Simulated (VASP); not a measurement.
Mg, 17 atoms in the cell. The cell holds a slab with vacuum, 17 atoms: a = 6.420 Å, b = 6.420 Å, c = 19.820 Å, α = 90.00°, β = 90.00°, γ = 60.00°. 

- Program: VASP 6.6.1
- Task: single point
- Functional: PBE
- Potentials or basis: VASP PAW PBE potentials, release 64 (Mg)
- Cutoff: 520 eV
- k mesh: 3 × 3 × 1
- Occupations: gaussian, width 0.15 eV
- Spin: no spin polarisation
- Dipole correction: no
- Further INCAR settings: LREAL = Auto; ALGO = Normal; EDIFF = 1e-06; NBANDS = 31

Potentials or basis: VASP PAW PBE potentials, release 64 (Mg).

Command:

```sh
$ cat potpaw_PBE.64/Mg/POTCAR > POTCAR
$ mpirun -np 1 vasp_std > vasp.out
```

Hardware: 1 thread of Intel(R) Xeon(R) 6975P-C (Granite Rapids), on a shared host.

Q: Estimate the wall time of this run.

A: Wall time 110 s on 1 thread of Intel(R) Xeon(R) 6975P-C (Granite Rapids) (shared host), peak memory 0.64 GiB. Counts: scf iterations 18, k points 5.
